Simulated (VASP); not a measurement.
# CdSe (scan) (P6_3mc) in VASP: a series of runs

CdSe (scan) is run at these levels: r2SCAN; tasks: single point.

Everything below comes from runs of VASP 6.6.1. Logs are shortened: lines on timing, memory, paths and dates and some standing lists are left out, and cuts for length are marked.

## Step 1: The cell of the first run

It takes space group P6_3mc (No. 186, hexagonal). The conventional cell has a = 4.300 Å, b = 4.300 Å, c = 7.011 Å, α = 90.00°, β = 90.00°, γ = 120.00°. Within 3.5 Å of Cd (site symmetry 3m) lie 4 Se at 2.63 to 2.64 Å. Se (site symmetry 3m) has 4 Cd at 2.63 to 2.64 Å within 3.5 Å.

## Step 2: Single point, r2SCAN

The input, POSCAR:

```
CdSe
1.0
    4.3000000000      0.0000000000      0.0000000000
   -2.1500000000      3.7239092363      0.0000000000
    0.0000000000      0.0000000000      7.0110000000
Cd Se
2 2
Direct
    0.3333333333      0.6666666667      0.0000000000
    0.6666666667      0.3333333333      0.5000000000
    0.3333333333      0.6666666667      0.3760000000
    0.6666666667      0.3333333333      0.8760000000
```

The input, INCAR.step1:

```
SYSTEM = CdSe
PREC = Accurate
ENCUT = 520
ISMEAR = 0
SIGMA = 0.1
LREAL = .FALSE.
LASPH = .TRUE.
NELM = 80
NBANDS = 26
GGA = PE
ALGO = Normal
EDIFF = 1E-4
LWAVE = .TRUE.
LCHARG = .FALSE.
```

The input, INCAR.step2:

```
SYSTEM = CdSe
PREC = Accurate
ENCUT = 520
EDIFF = 1E-7
ISMEAR = 0
SIGMA = 0.1
LREAL = .FALSE.
LASPH = .TRUE.
NELM = 80
ALGO = Normal
ISIF = 2
LWAVE = .FALSE.
LCHARG = .TRUE.
METAGGA = R2SCAN
LMIXTAU = .TRUE.
LELF = .TRUE.
LVHAR = .TRUE.
NBANDS = 26
ISTART = 1
```

The input, KPOINTS:

```
regular mesh
0
G
  6 6 4
  0 0 0
```

Potentials or basis: VASP PAW PBE potentials, release 64 (Cd, Se).

Started as:

```console
> cat potpaw_PBE.64/Cd/POTCAR potpaw_PBE.64/Se/POTCAR > POTCAR
> cp INCAR.step1 INCAR
> mpirun -np 1 vasp_std > vasp.out
> cp INCAR.step2 INCAR
> mpirun -np 1 vasp_std > vasp.out
```

OUTCAR:

```text
SYSTEM = CdSe
   PREC = Accurate
   ENCUT = 520
   EDIFF = 1E-7
   ISMEAR = 0
   LREAL = .FALSE.
   LASPH = .TRUE.
   NELM = 80
   ISIF = 2
   METAGGA = R2SCAN
   ISTART = 1

 ion  position               nearest neighbor table
   1  0.333  0.667  0.000-   4 2.63   4 2.63   4 2.63   3 2.64
   2  0.667  0.333  0.500-   3 2.63   3 2.63   3 2.63   4 2.64
   3  0.333  0.667  0.376-   2 2.63   2 2.63   2 2.63   1 2.64
   4  0.667  0.333  0.876-   1 2.63   1 2.63   1 2.63   2 2.64

  LATTYP: Found a hexagonal cell.
 ALAT       =     4.3000000000
 C/A-ratio  =     1.6304651163

  Lattice vectors:

 A1 = (   4.3000000000,   0.0000000000,   0.0000000000)
 A2 = (  -2.1500000000,   3.7239092363,   0.0000000000)
 A3 = (   0.0000000000,   0.0000000000,   7.0110000000)

Analysis of symmetry for initial positions (statically):
=====================================================================
 Subroutine PRICEL returns:
 Original cell was already a primitive cell.

 Routine SETGRP: Setting up the symmetry group for a
 hexagonal supercell.

 Subroutine GETGRP returns: Found 12 space group operations
 (whereof  6 operations were pure point group operations)
 out of a pool of 24 trial point group operations.

The static configuration has the point symmetry C_3v.
 The point group associated with its full space group is C_6v.

Analysis of symmetry for dynamics (positions and initial velocities):
=====================================================================
 Subroutine PRICEL returns:
 Original cell was already a primitive cell.

 Routine SETGRP: Setting up the symmetry group for a
 hexagonal supercell.

 Subroutine GETGRP returns: Found 12 space group operations
 (whereof  6 operations were pure point group operations)
 out of a pool of 24 trial point group operations.

The dynamic configuration has the point symmetry C_3v.
 The point group associated with its full space group is C_6v.

 Subroutine INISYM returns: Found 12 space group operations
 (whereof  6 operations are pure point group operations),
 and found     1 'primitive' translations

----------------------------------------------------------------------------------------

                                     Primitive cell

  volume of cell :     112.2658

  direct lattice vectors                    reciprocal lattice vectors
     4.300000000  0.000000000  0.000000000     0.232558140  0.134267504  0.000000000
    -2.150000000  3.723909236  0.000000000     0.000000000  0.268535009  0.000000000
     0.000000000  0.000000000  7.011000000     0.000000000  0.000000000  0.142633005

  length of vectors
     4.300000000  4.300000000  7.011000000     0.268535009  0.268535009  0.142633005

  position of ions in fractional coordinates (direct lattice)
     0.333333333  0.666666667  0.000000000
     0.666666667  0.333333333  0.500000000
     0.333333333  0.666666667  0.376000000
     0.666666667  0.333333333  0.876000000

  ion indices of the primitive-cell ions
   primitive index   ion index
                 1           1
                 2           2
                 3           3
                 4           4

----------------------------------------------------------------------------------------

 KPOINTS: regular mesh

Automatic generation of k-mesh.
 Grid dimensions read from file:
 generate k-points for:    6    6    4

 Generating k-lattice:

  Cartesian coordinates                     Fractional coordinates (reciprocal lattice)
     0.038759690  0.022377917  0.000000000     0.166666667  0.000000000  0.000000000
     0.000000000  0.044755835  0.000000000     0.000000000  0.166666667  0.000000000
     0.000000000  0.000000000  0.035658251     0.000000000  0.000000000  0.250000000

  Length of vectors
     0.044755835  0.044755835  0.035658251

  Shift w.r.t. Gamma in fractional coordinates (k-lattice)
     0.000000000  0.000000000  0.000000000

 Subroutine IBZKPT returns following result:
 ===========================================

 Found     21 irreducible k-points:

 Following reciprocal coordinates:
            Coordinates               Weight
  0.000000  0.000000  0.000000      1.000000
  0.166667  0.000000  0.000000      6.000000
  0.333333  0.000000  0.000000      6.000000
  0.500000  0.000000  0.000000      3.000000
  0.166667  0.166667  0.000000      6.000000
  0.333333  0.166667  0.000000     12.000000
[... 13 lines left out ...]
  0.333333  0.166667  0.500000     12.000000
  0.333333  0.333333  0.500000      2.000000
   k-points           NKPTS =     21   k-points in BZ     NKDIM =     21   number of bands    NBANDS=     26
   number of dos      NEDOS =    301   number of ions     NIONS =      4
   total plane-waves  NPLWV =  55296
   dimension x,y,z NGX =    32 NGY =   32 NGZ =   54
   dimension x,y,z NGXF=    64 NGYF=   64 NGZF=  108
   ions per type =               2   2
   NGX,Y,Z   is equivalent  to a cutoff of  12.37, 12.37, 12.80 a.u.
   NGXF,Y,Z  is equivalent  to a cutoff of  24.74, 24.74, 25.61 a.u.
 SYSTEM =  CdSe
   PREC   = accura    normal or accurate (medium, high low for compatibility)
   ISTART =      1    job   : 0-new  1-cont  2-samecut
   ICHARG =      0    charge: 1-file 2-atom 10-const
   ISPIN  =      1    spin polarized calculation?
   LNONCOLLINEAR =      F non collinear calculations
   LSORBIT =      F    spin-orbit coupling
   LASPH  =      T    aspherical Exc in radial PAW
   ENCUT  =  520.0 eV  38.22 Ry    6.18 a.u.   8.00  8.00 13.04*2*pi/ulx,y,z
   NELM   =     80;   NELMIN=  2; NELMDL=  0     # of ELM steps
   EDIFF  = 0.1E-06   stopping-criterion for ELM
   LREAL  =      F    real-space projection
   EDIFFG = 0.1E-05   stopping-criterion for IOM
   NSW    =      0    number of steps for IOM
   IBRION =     -1    ionic relax: 0-MD 1-quasi-New 2-CG
   NFREE  =      0    steps in history (QN), initial steepest desc. (CG)
   ISIF   =      2    stress and relaxation
   ISYM   =      2    0-nonsym 1-usesym 2-fastsym
   POTIM  = 0.5000    time-step for ionic-motion
   TEBEG  =    0.0;   TEEND  =   0.0 temperature during run
   PSTRESS=    0.0 pullay stress
   NELECT =      36.0000    total number of electrons
   NUPDOWN=      -1.0000    fix difference up-down
   EMIN   =  10.00;   EMAX   =-10.00  energy-range for DOS
   EFERMI =   0.00;   METHOD = LEGACY
   ISMEAR =     0;   SIGMA  =   0.10  broadening in eV -4-tet -1-fermi 0-gaus
   EFERMI_NEDOS =   21; number of points for ismear=-14 and -15
   IALGO  =     38    algorithm
   IMIX   =      4    mixing-type and parameters
     AMIX     =   0.40;   BMIX     =  1.00
     AMIX_MAG =   1.60;   BMIX_MAG =  1.00
  volume/ion in A,a.u.               =      28.07       189.40
  Fermi-wavevector in a.u.,A,eV,Ry     =   1.120538  2.117509 17.083541  1.255605
  Thomas-Fermi vector in A             =   2.257185
   LORBIT       =      0    0 simple, 1 ext, 2 COOP (PROOUT), +10 PAW based schemes
   METAGGA = R2SCAN    functional components
   LHFCALC =     F    Hartree Fock is set to
   AEXX    =    0.0000 exact exchange contribution
   IVDW    =     0    specifies the selected vdW correction
   LEPSILON=     F    determine dielectric tensor
   LRPA    =     F    only Hartree local field effects (RPA)
 non-spin polarized calculation
 Gauss-broadening in eV      SIGMA  =   0.10
  energy-cutoff  :      520.00
  volume of cell :      112.27
 maximum number of plane-waves:      3042
 NGX is ok and might be reduce to    32
   NGX = 15   NGY = 15   NGZ = 27

 number of electron      35.9999997 magnetization

 Free energy of the ion-electron system (eV)
  ---------------------------------------------------
  ext. energy  EPLUGINS =         0.00000000
  ---------------------------------------------------
  free energy    TOTEN  =       -71.80938028 eV

  energy without entropy =      -71.80938028  energy(sigma->0) =      -71.80938028

 E-fermi :   1.1136     XC(G=0):  -9.4311

 val. band max:        0.6648590678   @ k =   0.0000   0.0000   0.0000
 cond. band min:       1.8265960520   @ k =   0.0000   0.0000   0.0000
 fundamental gap:      1.1617369842
 Fermi energy:         1.1136462031

 k-point     1 :       0.0000    0.0000    0.0000
  band No.  band energies     occupation
      1     -12.3739      2.00000
      2     -11.9865      2.00000
      3      -7.5001      2.00000
      4      -7.4942      2.00000
      5      -7.4942      2.00000
      6      -7.4201      2.00000
[... 18 lines left out ...]
     25       8.2471      0.00000
     26       8.8330      0.00000

 k-point     2 :       0.1667    0.0000    0.0000
  band No.  band energies     occupation
      1     -12.2891      2.00000
      2     -11.9487      2.00000
      3      -7.4733      2.00000
      4      -7.4637      2.00000
      5      -7.4242      2.00000
      6      -7.3782      2.00000
[... 18 lines left out ...]
     25       8.3501      0.00000
     26       8.8999      0.00000

 k-point     3 :       0.3333    0.0000    0.0000
  band No.  band energies     occupation
      1     -12.1044      2.00000
      2     -11.8851      2.00000
      3      -7.4263      2.00000
      4      -7.4144      2.00000
      5      -7.3014      2.00000
      6      -7.2919      2.00000
[... 18 lines left out ...]
     25       8.9870      0.00000
     26       9.5599      0.00000

 k-point     4 :       0.5000    0.0000    0.0000
  band No.  band energies     occupation
      1     -11.9936      2.00000
      2     -11.8703      2.00000
      3      -7.4099      2.00000
      4      -7.3974      2.00000
      5      -7.2519      2.00000
      6      -7.2341      2.00000
[... 18 lines left out ...]
     25       9.1065      0.00000
     26      10.9991      0.00000

 k-point     5 :       0.1667    0.1667    0.0000
  band No.  band energies     occupation
      1     -12.1536      2.00000
      2     -11.8987      2.00000
      3      -7.4326      2.00000
      4      -7.4266      2.00000
      5      -7.3266      2.00000
      6      -7.3241      2.00000
[... 18 lines left out ...]
     25       9.0558      0.00000
     26       9.2042      0.00000

 k-point     6 :       0.3333    0.1667    0.0000
  band No.  band energies     occupation
      1     -11.9952      2.00000
      2     -11.8704      2.00000
      3      -7.4184      2.00000
      4      -7.3764      2.00000
      5      -7.2678      2.00000
      6      -7.2544      2.00000
[... 340 lines left out ...]
 k-point    18 :       0.5000    0.0000    0.5000
  band No.  band energies     occupation
      1     -11.9248      2.00000
      2     -11.9248      2.00000
      3      -7.3741      2.00000
      4      -7.3741      2.00000
      5      -7.3217      2.00000
      6      -7.3217      2.00000
[... 18 lines left out ...]
     25       9.1639      0.00000
     26       9.1639      0.00000

 k-point    19 :       0.1667    0.1667    0.5000
  band No.  band energies     occupation
      1     -12.0209      2.00000
      2     -12.0209      2.00000
      3      -7.3878      2.00000
      4      -7.3878      2.00000
      5      -7.3649      2.00000
      6      -7.3649      2.00000
[... 18 lines left out ...]
     25       8.7186      0.00000
     26       8.7186      0.00000

 k-point    20 :       0.3333    0.1667    0.5000
  band No.  band energies     occupation
      1     -11.9256      2.00000
      2     -11.9256      2.00000
      3      -7.3587      2.00000
      4      -7.3587      2.00000
      5      -7.3267      2.00000
      6      -7.3267      2.00000
[... 18 lines left out ...]
     25       9.2094      0.00000
     26       9.2094      0.00000

 k-point    21 :       0.3333    0.3333    0.5000
  band No.  band energies     occupation
      1     -11.8946      2.00000
      2     -11.8946      2.00000
      3      -7.3360      2.00000
      4      -7.3360      2.00000
      5      -7.3245      2.00000
      6      -7.3245      2.00000
[... 18 lines left out ...]
     25      10.0069      0.00000
     26      10.0070      0.00000

------------------------ aborting loop because EDIFF is reached ----------------------------------------

  FORCE on cell =-STRESS in cart. coord.  units (eV):
  Direction    XX          YY          ZZ          XY          YZ          ZX
  --------------------------------------------------------------------------------------
  -------------------------------------------------------------------------------------
  Total        1.2778232      1.2778232      1.2725752      0.0000000      0.0000000      0.0000000
  in kB       18.2361791     18.2361791     18.1612831      0.0000000      0.0000000      0.0000000
  external PRESSURE =      18.2112137 kB  Pullay stress =       0.0000000 kB

 VOLUME and BASIS-vectors are now :
 -----------------------------------------------------------------------------
  energy-cutoff  :      520.00
  volume of cell :      112.27
      direct lattice vectors                 reciprocal lattice vectors
     4.300000000  0.000000000  0.000000000     0.232558140  0.134267504  0.000000000
    -2.150000000  3.723909236  0.000000000     0.000000000  0.268535009  0.000000000
     0.000000000  0.000000000  7.011000000     0.000000000  0.000000000  0.142633005

 POSITION                                       TOTAL-FORCE (eV/Angst)
 -----------------------------------------------------------------------------------
     -0.00000      2.48261      0.00000         0.000000      0.000000      0.005951
      2.15000      1.24130      3.50550        -0.000000     -0.000000      0.005951
     -0.00000      2.48261      2.63614         0.000000      0.000000     -0.005951
      2.15000      1.24130      6.14164         0.000000      0.000000     -0.005951
 -----------------------------------------------------------------------------------
    total drift:                               -0.000000     -0.000000     -0.002734

  FREE ENERGIE OF THE ION-ELECTRON SYSTEM (eV)
  ---------------------------------------------------
  free  energy   TOTEN  =       -71.8093802823 eV

  energy  without entropy=      -71.8093802823  energy(sigma->0) =      -71.80938028
```

It took 2.9 min on 1 thread of Intel Xeon Platinum 8488C (Sapphire Rapids), shared host; peak memory 0.26 GiB.

Results:

| Quantity | Value |
| --- | --- |
| Free energy | -71.8094 eV |
| Pressure | 1.8 GPa |
| Largest force | 0.006 eV/Å |
| Band gap on the k mesh | 1.16 eV, direct |

Forces on the atoms (eV/Å):
```
Cd   0.000  0.000  0.006
Cd   0.000  0.000  0.006
Se   0.000  0.000 -0.006
Se   0.000  0.000 -0.006
```

Caveat: the PAW data sets were made with another functional, which shifts forces and pressure a little.

## Step 3: Single point, r2SCAN

This run uses another cell than the first one, of 28.86 Å³/atom, 1.028 times its volume.

The input, POSCAR:

```
CdSe
1.0
    4.3399219990      0.0000000000      0.0000000000
   -2.1699609995      3.7584827016      0.0000000000
    0.0000000000      0.0000000000      7.0783849700
Cd Se
2 2
Direct
    0.3333333333      0.6666666667     -0.0464863241
    0.6666666667      0.3333333333      0.4535136759
    0.3333333333      0.6666666667      0.4224863241
    0.6666666667      0.3333333333      0.9224863241
```

The input, INCAR.step1:

```
  PREC = Accurate
  ENCUT = 520
  ISMEAR = 0
  SIGMA = 0.01
  LREAL = F
  LASPH = T
  NELM = 80
  NBANDS = 26
  GGA = PE
  ALGO = Normal
  EDIFF = 1E-4
  LWAVE = T
  LCHARG = F
```

The input, INCAR.step2:

```
  PREC = Accurate
  ENCUT = 520
  EDIFF = 1E-7
  ISMEAR = 0
  SIGMA = 0.01
  LREAL = F
  LASPH = T
  NELM = 80
  ALGO = Normal
  ISIF = 2
  LWAVE = F
  LCHARG = T
  METAGGA = R2SCAN
  LMIXTAU = T
  LELF = T
  LVHAR = T
  NBANDS = 26
  ISTART = 1
```

The input, KPOINTS:

```
Automatic mesh
0
Gamma
  9 9 4
```

Potentials or basis: VASP PAW PBE potentials, release 64 (Cd, Se).

Started as:

```console
> cat potpaw_PBE.64/Cd/POTCAR potpaw_PBE.64/Se/POTCAR > POTCAR
> cp INCAR.step1 INCAR
> mpirun -np 1 vasp_std > vasp.out
> cp INCAR.step2 INCAR
> mpirun -np 1 vasp_std > vasp.out
```

Run time: 4.6 min. Hardware: 1 thread of Intel Xeon 6975P-C, shared host; peak memory 0.3 GiB.

Results (log left out):

| Quantity | Value |
| --- | --- |
| Free energy | -71.1212 eV |
| Pressure | 3.4 GPa |
| Largest force | 0.434 eV/Å |
| Band gap on the k mesh | 1.40 eV, direct |

Forces in eV/Å, atoms in the order of the input:
```
Cd   0.000  0.000  0.434
Cd   0.000  0.000  0.434
Se   0.000  0.000 -0.434
Se   0.000  0.000 -0.434
```

Stress tensor (GPa, compression positive):
```
 6.24  0.00  0.00
 0.00  6.24  0.00
 0.00  0.00 -2.19
```

Levels at points of the mesh, in eV from the valence-band top:
| k point | band 15 | band 16 | band 17 | band 18 | band 19 | band 20 | band 21 | band 22 |
| --- | --- | --- | --- | --- | --- | --- | --- | --- |
| (0.00, 0.00, 0.00) | -0.43 | -0.06 | 0.00 | 0.00 | 1.40 | 1.94 | 6.44 | 6.44 |
| (0.00, 0.00, 0.50) | -0.22 | -0.22 | -0.22 | -0.22 | 2.37 | 2.37 | 6.50 | 6.50 |

Caveat: the PAW data sets were made with another functional, which shifts forces and pressure a little. r2SCAN opens gaps a little over a GGA but as a rule still falls short of measured ones.
